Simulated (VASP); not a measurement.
Here is a VASP 6.6.1 calculation.

File INCAR:

```
PREC     = Accurate       # precision mode
ENCUT    = 520            # plane-wave cutoff, eV
EDIFF    = 1E-6           # SCF threshold, eV
ISMEAR   = -1             # smearing method
SIGMA    = 0.05           # smearing width, eV
LREAL    = F              # projectors in reciprocal space
LASPH    = T              # aspherical terms in the spheres
NELM     = 60             # most SCF steps
ALGO     = Normal         # electronic algorithm
ISIF     = 2              # what is computed and relaxed
LWAVE    = F              # write WAVECAR
LCHARG   = F              # write CHGCAR
GGA      = PS             # functional
NBANDS   = 16             # bands
```

The input KPOINTS:

```
regular mesh
0
Gamma
  13 13 13
```

The input POSCAR:

```
CdTe
1.0
    2.9371866318      0.0000000000      0.0000000000
    0.0000000000      2.9371866318      0.0000000000
    0.0000000000      0.0000000000      2.9371866318
Cd Te
1 1
Direct
    0.0000000000      0.0000000000      0.0000000000
    0.5000000000      0.5000000000      0.5000000000
```

Potentials or basis: VASP PAW PBE potentials, release 64 (Cd, Te).

Run with:

```sh
$ cat potpaw_PBE.64/Cd/POTCAR potpaw_PBE.64/Te/POTCAR > POTCAR
$ mpirun -np 1 vasp_std > vasp.out
```

Q: Estimate the pressure.

A: 223.0 GPa.

Q: What does it give for the band gap on the k mesh?

A: Zero (band 9 reaches 18.64 eV, above the bottom of band 10 at 13.98 eV).

Caveat: the PAW data sets were made with another functional, which shifts forces and pressure a little; spin-orbit coupling is left out, which moves the levels of the heavy elements.
